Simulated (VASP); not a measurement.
Input of a VASP 6.6.1 run:

INCAR

```
PREC     = Accurate       # precision mode
ENCUT    = 520            # plane-wave cutoff, eV
EDIFF    = 1E-7           # SCF threshold, eV
ISMEAR   = 0              # smearing method
SIGMA    = 0.1            # smearing width, eV
LREAL    = F              # projectors in reciprocal space
LASPH    = T              # aspherical terms in the spheres
NELM     = 80             # most SCF steps
ALGO     = Normal         # electronic algorithm
ISIF     = 2              # what is computed and relaxed
LWAVE    = F              # write WAVECAR
LCHARG   = F              # write CHGCAR
GGA      = PE             # functional
NBANDS   = 22             # bands
```

File KPOINTS:

```
regular mesh
0
Gamma
  18 18 6
```

File POSCAR:

```
InBSe2
1.0
    3.2445447747      0.0000000000      0.0000000000
   -1.6222723874      2.8098581986      0.0000000000
    0.0000000000      0.0000000000      8.6457320171
In B Se
1 1 2
Direct
    0.0000000000      0.0000000000      0.5000000000
    0.0000000000      0.0000000000      0.0000000000
    0.3333333333      0.6666666667      0.1526617160
    0.6666666667      0.3333333333      0.8473382840
```

Potentials or basis: VASP PAW PBE potentials, release 64 (In_d, B, Se).

Launch:

```sh
$ cat potpaw_PBE.64/In_d/POTCAR potpaw_PBE.64/B/POTCAR potpaw_PBE.64/Se/POTCAR > POTCAR
$ mpirun -np 1 vasp_std > vasp.out
```

Task: Estimate the band gap on the k mesh.

Result: Zero (bands 14 and 15 overlap by 1.77 eV).

Task: Estimate the pressure.

Result: 0.1 GPa.

Forces on the atoms (eV/Å):
```
In   0.000  0.000  0.000
B    0.000  0.000  0.000
Se   0.000  0.000  0.012
Se   0.000  0.000 -0.012
```

Caveat: spin-orbit coupling is left out, which moves the levels of the heavy elements.
